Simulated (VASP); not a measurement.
Crystal: Co.

```xyz
4
Lattice="2.4706 0.0000 0.0000 -1.2353 2.1396 0.0000 0.0000 0.0000 8.0882" Properties=species:S:1:pos:R:3 pbc="T T T"
Co    1.2353    0.7132    6.0662
Co    0.0000    0.0000    4.0441
Co    0.0000    1.4264    2.0221
Co    0.0000    0.0000    0.0000
```

Base run:

```yaml
Program: VASP 6.6.1
Functional: PBE
Potentials_or_basis: VASP PAW PBE potentials, release 64 (Co_sv)
Cutoff: 600 eV
k_mesh: 10 × 10 × 3
Occupations: fermi-dirac, width 0.05 eV
Spin: collinear spin, ferromagnetic start
Starting_moments: "[4.0, 4.0, 4.0, 4.0] μB"
Fixed_moment: 16 μB
```

Its results: pressure 113.7 GPa; site moments Co +3.33, +3.34 (each value once) μB.

After a change of settings the same cell gave: pressure 46.5 GPa; site moments Co +2.69, +2.67 (each value once) μB. Which change was it?
A. fixed moment from 16 μB to 4 μB; moments at the start from [4.0, 4.0, 4.0, 4.0] to [1.0, 1.0, 1.0, 1.0]
B. fixed moment from 16 μB to 10 μB; moments at the start from [4.0, 4.0, 4.0, 4.0] to [2.5, 2.5, 2.5, 2.5]
C. fixed moment from 16 μB to 12 μB; moments at the start from [4.0, 4.0, 4.0, 4.0] to [3.0, 3.0, 3.0, 3.0]
D. fixed moment from 16 μB to 8 μB; moments at the start from [4.0, 4.0, 4.0, 4.0] to [2.0, 2.0, 2.0, 2.0]

C.

Caveats: the cell stands under pressure; the total moment is fixed, so each spin has its own Fermi level.
